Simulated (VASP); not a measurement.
Input of a VASP 6.6.1 run:

File INCAR:

```
SYSTEM = NaI
  PREC = Accurate
  ENCUT = 600
  EDIFF = 1E-8
  ISMEAR = 0
  SIGMA = 0.01
  LREAL = .FALSE.
  LASPH = .TRUE.
  NELM = 80
  ALGO = Normal
  ISIF = 3
  LWAVE = .FALSE.
  LCHARG = .FALSE.
  GGA = PS
  IVDW = 12
  NBANDS = 14
  IBRION = 6
  NFREE = 2
  POTIM = 0.015
  NSW = 1
```

File KPOINTS:

```
Automatic mesh
0
G
  6 6 6
  0 0 0
```

File POSCAR:

```
NaI
1.0
    4.5769610000      0.0000000000      0.0000000000
    2.2884805000      3.9637644981      0.0000000000
    2.2884805000      1.3212548327      3.7370730075
Na I
1 1
Direct
    0.0000000000      0.0000000000      0.0000000000
    0.5000000000      0.5000000000      0.5000000000
```

Potentials or basis: VASP PAW PBE potentials, release 64 (Na_pv, I).

The run is started by

```console
$ cat potpaw_PBE.64/Na_pv/POTCAR potpaw_PBE.64/I/POTCAR > POTCAR
$ mpirun -np 1 vasp_std > vasp.out
```

**Question.** Predict the Voigt bulk modulus.

**Answer.** 14 GPa.

**Question.** Predict the highest phonon frequency at Γ, LO-TO splitting left out.

**Answer.** 108 cm⁻¹.

**Question.** What does it give for the dispersion energy per atom?

**Answer.** -0.245 eV.

Clamped-ion elastic tensor (GPa):
```
25  8  9 -2  0  0
 8 25  9  2  0  0
 9  9 23  0  0  0
-2  2  0 10  0  0
 0  0  0  0 10 -2
 0  0  0  0 -2  8
```

Caveat: the cell is under stress, which shifts elastic constants; the PAW data sets were made with another functional, which shifts forces and pressure a little.
